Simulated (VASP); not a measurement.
Write the native input for VASP 6.6.1 that does the following.

* Task: single point
* Functional: LDA
* Potentials or basis: VASP PAW LDA potentials, release 64 (N)
* Cutoff: 520 eV
* k mesh: 12 × 12 × 6
* Occupations: gaussian, width 0.05 eV
* Spin: collinear spin, ferromagnetic start
* Starting moments: [3.18, 3.18] μB
* Dipole correction: no
* Further INCAR settings: ALGO = Normal; EDIFF = 1e-06; NBANDS = 16

The structure of N lies in POSCAR:

```
N
1.0
    3.7378716991      0.0000000000      0.0000000000
   -1.8689358496      3.2370918475      0.0000000000
    0.0000000000      0.0000000000      5.7133000000
N
2
Direct
    0.3333333333      0.6666666667      0.2500000000
    0.6666666667      0.3333333333      0.7500000000
```

This cell differs from its parent crystal: strain +0.030 along x and y, -0.030 along z.

One way to write it, as run:

INCAR

```
SYSTEM = N
  PREC = Accurate
  ENCUT = 520
  EDIFF = 1E-6
  ISMEAR = 0
  SIGMA = 0.05
  LREAL = .False.
  LASPH = .True.
  NELM = 150
  ALGO = Normal
  ISIF = 2
  LWAVE = .False.
  LCHARG = .True.
  ISPIN = 2
  MAGMOM = 3.18 3.18
  LORBIT = 11
  GGA = CA
  LELF = .True.
  LVHAR = .True.
  NBANDS = 16
```

KPOINTS

```
Automatic mesh
0
Gamma
  12 12 6
  0 0 0
```

Potentials or basis: VASP PAW LDA potentials, release 64 (N).

Run with:

```bash
$ cat potpaw_LDA.64/N/POTCAR > POTCAR
$ mpirun -np 1 vasp_std > vasp.out
```

It gave:

```
Pressure                                              : -0.4 GPa
Band gap on the k mesh                                : 2.15 eV, direct
Net moment                                            : 6.00 μB per cell
Site moments                                          : N +1.93 μB
Valence electrons inside the program's atomic spheres : N 3.24
```

Caveat: the cell differs from its parent crystal (strain +0.030 along x and y, -0.030 along z).

Wall time 93 s on 1 thread of Intel Xeon 6975P-C, with other jobs on the host, peak memory 0.23 GiB.
